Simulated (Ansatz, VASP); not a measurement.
# Two plane-wave programs on MgO

The input INCAR:

```
SYSTEM = MgO
PREC = Accurate
ENCUT = 520
EDIFF = 1E-6
ISMEAR = 0
SIGMA = 0.05
LREAL = Auto
LASPH = .True.
NELM = 80
ALGO = Normal
ISIF = 2
LWAVE = .False.
LCHARG = .False.
LDIPOL = .True.
IDIPOL = 3
DIPOL = 0.5 0.5 0.293
GGA = PE
NBANDS = 66
```

The input KPOINTS:

```
Automatic mesh
0
Gamma
  5 5 1
  0 0 0
```

Contents of POSCAR:

```
MgO
1.0
    6.0171792582      0.0000000000      0.0000000000
    0.0000000000      6.0171792582      0.0000000000
    0.0000000000      0.0000000000     20.8799623436
Mg O
12 12
Direct
    0.2500000000      0.2500000000      0.1915712267
    0.2500000000      0.7500000000      0.1915712267
    0.7500000000      0.2500000000      0.1915712267
    0.7500000000      0.7500000000      0.1915712267
    0.0000000000      0.0000000000      0.2936999204
    0.0000000000      0.5000000000      0.2936999204
    0.5000000000      0.0000000000      0.2936999204
    0.5000000000      0.5000000000      0.2936999204
    0.2500000000      0.2500000000      0.3942063725
    0.2500000000      0.7500000000      0.3942063725
    0.7500000000      0.2500000000      0.3942063725
    0.7500000000      0.7500000000      0.3942063725
    0.0000000000      0.0000000000      0.1915712267
    0.0000000000      0.5000000000      0.1915712267
    0.5000000000      0.0000000000      0.1915712267
    0.5000000000      0.5000000000      0.1915712267
    0.2500000000      0.2500000000      0.2932336620
    0.2500000000      0.7500000000      0.2932336620
    0.7500000000      0.2500000000      0.2932336620
    0.7500000000      0.7500000000      0.2932336620
    0.0000000000      0.0000000000      0.3965506358
    0.0000000000      0.5000000000      0.3965506358
    0.5000000000      0.0000000000      0.3965506358
    0.5000000000      0.5000000000      0.3965506358
```

Input for Ansatz:

```yaml
crystal:
  lattice:
    - [6.0171792582, 0.0, 0.0]
    - [0.0, 6.0171792582, 0.0]
    - [0.0, 0.0, 20.8799623436]
  atoms:
    - { symbol: Mg, position: [0.25, 0.25, 0.1915712267] }
    - { symbol: Mg, position: [0.25, 0.75, 0.1915712267] }
    - { symbol: Mg, position: [0.75, 0.25, 0.1915712267] }
    - { symbol: Mg, position: [0.75, 0.75, 0.1915712267] }
    - { symbol: O, position: [0.0, 0.0, 0.1915712267] }
    - { symbol: O, position: [0.0, 0.5, 0.1915712267] }
    - { symbol: O, position: [0.5, 0.0, 0.1915712267] }
    - { symbol: O, position: [0.5, 0.5, 0.1915712267] }
    - { symbol: Mg, position: [0.0, 0.0, 0.2936999204] }
    - { symbol: Mg, position: [0.0, 0.5, 0.2936999204] }
    - { symbol: Mg, position: [0.5, 0.0, 0.2936999204] }
    - { symbol: Mg, position: [0.5, 0.5, 0.2936999204] }
    - { symbol: O, position: [0.25, 0.25, 0.293233662] }
    - { symbol: O, position: [0.25, 0.75, 0.293233662] }
    - { symbol: O, position: [0.75, 0.25, 0.293233662] }
    - { symbol: O, position: [0.75, 0.75, 0.293233662] }
    - { symbol: Mg, position: [0.25, 0.25, 0.3942063725] }
    - { symbol: Mg, position: [0.25, 0.75, 0.3942063725] }
    - { symbol: Mg, position: [0.75, 0.25, 0.3942063725] }
    - { symbol: Mg, position: [0.75, 0.75, 0.3942063725] }
    - { symbol: O, position: [0.0, 0.0, 0.3965506358] }
    - { symbol: O, position: [0.0, 0.5, 0.3965506358] }
    - { symbol: O, position: [0.5, 0.0, 0.3965506358] }
    - { symbol: O, position: [0.5, 0.5, 0.3965506358] }
basis:
  ecutwfc: 420
kpoints:
  mp_grid: { grid: [5, 5, 1] }
hamiltonian:
  xc: pbe
  pseudopotentials: { kind: paw, azcp: { folder: soft_1 } }
scf:
  occupations: { method: gaussian, width: 0.05 }
output:
  forces: true
  eigenvalues: true
  write_density: true
  write_potential: true
  elf: true
  volumetric_format: npy
efield:
  axis: 3
  dipole_correction: true
  ramp_width: 0.04
```

Alike in both runs: task single point; functional PBE; k mesh 5 × 5 × 1; occupations gaussian, width 0.05 eV; no spin polarisation.

|  | VASP | Ansatz |
| --- | --- | --- |
| version | VASP 6.6.1 | Ansatz 0.2.0 |
| potentials or method | VASP PAW PBE potentials, release 64 (Mg, O), cutoff 520 eV | scalar-relativistic, plane waves, PAW |
| valence electrons in the cell | 96 | 192 |

```csv
,VASP,Ansatz,Ansatz less VASP
gap on the k mesh at the Fermi level (eV),3.23,3.26,+0.023
least direct gap on the mesh (eV),3.23,3.26,+0.023
rms of the force components (eV/Å),0.147,0.140,-0.0063
```

VASP's potentials hold 96 valence electrons a cell and Ansatz's 192, so a difference there can come from the potentials and not from the codes. Ansatz's warnings: xc potential rough in thin density.
